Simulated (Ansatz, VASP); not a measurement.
**Two plane-wave programs on Zn7S8**

```
Zn S
1.0
     0.00000    5.44231   -5.44231
     5.44231    5.44231    0.00000
     5.44231    0.00000   -5.44231
Zn S
7 8
Direct
  0.00494 0.99443 0.00373
  0.49672 0.50265 0.00391
  0.49690 0.99443 0.00372
  0.00495 0.50247 0.49569
  0.00513 0.99423 0.49550
  0.49689 0.50247 0.49569
  0.50092 0.99844 0.49972
  0.12595 0.12351 0.12459
  0.12580 0.62348 0.12474
  0.62627 0.12394 0.12352
  0.62597 0.62348 0.12474
  0.12473 0.12379 0.62506
  0.12593 0.62331 0.62482
  0.62642 0.12379 0.62506
  0.62627 0.62226 0.62520
```

Change from the starting cell: Zn vacancy (site a), charge +0, atoms relaxed at the host's cell, started again with a moment of 0 muB.

Alike in both runs: functional PBE; k mesh 2 × 2 × 2; occupations gaussian, width 0.01 eV; no spin polarisation.

Ansatz relaxed the structure, and its values are those at the end. VASP's run is a single point on that final structure, the one shown.

|  | VASP | Ansatz |
| --- | --- | --- |
| version | VASP 6.6.1 | Ansatz 0.2.0 |
| potentials or method | VASP PAW PBE potentials, release 64 (Zn, S), cutoff 520 eV | scalar-relativistic, plane waves, PAW |
| valence electrons in the cell | 132 | 132 |

Ansatz gave:

| Item | Value |
| --- | --- |
| gap on the k mesh at the Fermi level (eV) | none |
| rms of the force components (eV/Å) | 0.001 |

**Question.** Which values does VASP return?

**Answer.** gap on the k mesh at the Fermi level (eV): none; rms of the force components (eV/Å): 0.006.

A gap of «none» marks a metal or a gap that the smearing closes. With one functional, cell and mesh, what is left measures potentials, basis and numerics.

The k mesh is coarse, so the values compare programs but aren't converged.
